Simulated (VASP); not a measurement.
Input of a VASP 6.6.1 run:

File INCAR:

```
ALGO = Normal
EDIFF = 1E-6
ENCUT = 500
GGA = PE
GGA_COMPAT = False
ISIF = 2
ISMEAR = 0
LASPH = True
LCHARG = False
LREAL = False
LWAVE = False
NBANDS = 110
NELM = 120
PREC = Accurate
SIGMA = 0.1
```

KPOINTS

```
k-points
0
Gamma
  6 6 6
```

POSCAR

```
GePt
1.0
   -5.8273362735      3.7523535073      0.0000000000
    5.8273362735      3.7523535073      0.0000000000
    0.0000000000     -3.7523535073     -6.1757634811
Ge Pt
8 8
Direct
    0.6741754736      0.4875342924      0.4117097660
    0.1741754736      0.9875342924      0.4117097660
    0.8258245264      0.0124657076      0.5882902340
    0.3258245264      0.5124657076      0.5882902340
    0.7375342924      0.4241754736      0.9117097660
    0.2375342924      0.9241754736      0.9117097660
    0.7624657076      0.0758245264      0.0882902340
    0.2624657076      0.5758245264      0.0882902340
    0.2778445078      0.2796752594      0.8075197672
    0.7778445078      0.7796752594      0.8075197672
    0.2221554922      0.2203247406      0.1924802328
    0.7221554922      0.7203247406      0.1924802328
    0.5296752594      0.0278445078      0.3075197672
    0.0296752594      0.5278445078      0.3075197672
    0.9703247406      0.4721554922      0.6924802328
    0.4703247406      0.9721554922      0.6924802328
```

Potentials or basis: VASP PAW PBE potentials, release 64 (Ge_d, Pt).

Launch:

```bash
$ cat potpaw_PBE.64/Ge_d/POTCAR potpaw_PBE.64/Pt/POTCAR > POTCAR
$ mpirun -np 1 vasp_std > vasp.out
```

(1) What does it give for the pressure?

(2) Estimate the largest force.

## Answers

(1) -0.1 GPa.

(2) 0.006 eV/Å.
